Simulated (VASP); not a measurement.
Set up this calculation in VASP 6.6.1, as the native input.

```yaml
Task: single point
Functional: LDA
Potentials_or_basis: VASP PAW LDA potentials, release 64 (Tc_pv, Re)
Cutoff: 520 eV
k_mesh: 7 × 7 × 4
Occupations: fermi-dirac, width 0.1 eV
Spin: no spin polarisation
Dipole_correction: no
Further_INCAR_settings: ALGO = Normal; EDIFF = 1e-06; NBANDS = 17
```

The structure of ReTc lies in POSCAR:

```
ReTc
1.0
    2.7188833786      0.0000002855      0.0000000000
   -1.3594419365      2.3546219330      0.0000000000
    0.0000000000      0.0000000000      4.3911439157
Tc Re
1 1
Direct
    0.0000000000      0.0000000000      0.0000000000
    0.3333333333      0.6666666667      0.5000000000
```

The input as run:

INCAR

```
PREC = Accurate
ENCUT = 520
EDIFF = 1E-6
ISMEAR = -1
SIGMA = 0.1
LREAL = F
LASPH = T
NELM = 60
ALGO = Normal
ISIF = 2
LWAVE = F
LCHARG = F
GGA = CA
NBANDS = 17
```

KPOINTS

```
Automatic mesh
0
Gamma
  7 7 4
```

Potentials or basis: VASP PAW LDA potentials, release 64 (Tc_pv, Re).

Run with:

```bash
$ cat potpaw_LDA.64/Tc_pv/POTCAR potpaw_LDA.64/Re/POTCAR > POTCAR
$ mpirun -np 1 vasp_std > vasp.out
```

It gave:

The pressure is 1.3 GPa and the band gap on the k mesh is zero (band 10 reaches 11.70 eV, above the bottom of band 11 at 8.87 eV).

Caveat: the k points lie up to 0.38 Å⁻¹ apart; spin-orbit coupling is left out, which moves the levels of the heavy elements.

Run time: 6.8 s on 1 thread of Intel(R) Xeon(R) Platinum 8488C (Sapphire Rapids) (shared host), peak memory 0.13 GiB.
